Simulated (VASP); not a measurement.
Runs of VASP 6.6.1 on Cd. The structure is that of space group Fm-3m (No. 225), or close to it. The cells are those of the table. 

| cell | gap on the mesh (eV) | pressure (GPa) |
| --- | --- | --- |
| a = 3.209, b = 3.209, c = 3.230 Å, angles 59.8, 59.8, 60.4°, 1 atom | none | -0.9 |
| a = 3.167, b = 3.167, c = 3.145 Å, angles 60.2, 60.2, 59.6°, 1 atom | none | (b) |
| a = 3.188, b = 3.167, c = 3.167 Å, angles 60.4, 59.8, 59.8°, 1 atom | none | 0.7 |
| a = 3.209, b = 3.188 Å, angles 60.2, 59.6, 60.2°, 1 atom | none | (a) |
| a = 3.252, b = 3.231, c = 3.294 Å, angles 59.8, 59.1, 61.1°, 1 atom | none | -2.2 |

Alike in all rows: task single point; level PBE; potentials or basis VASP PAW PBE potentials, release 64 (Cd); no spin polarisation; k mesh 18 × 18 × 18; cutoff (eV) 520; smearing gaussian 0.15 eV.

**Question.** Estimate the missing entries.

**Answer.** (a) -0.4; (b) 1.3.

A k mesh can miss the band edges, and the runs leave out spin-orbit coupling on Cd.

A gap of «none» marks levels without a gap at the run's occupations.
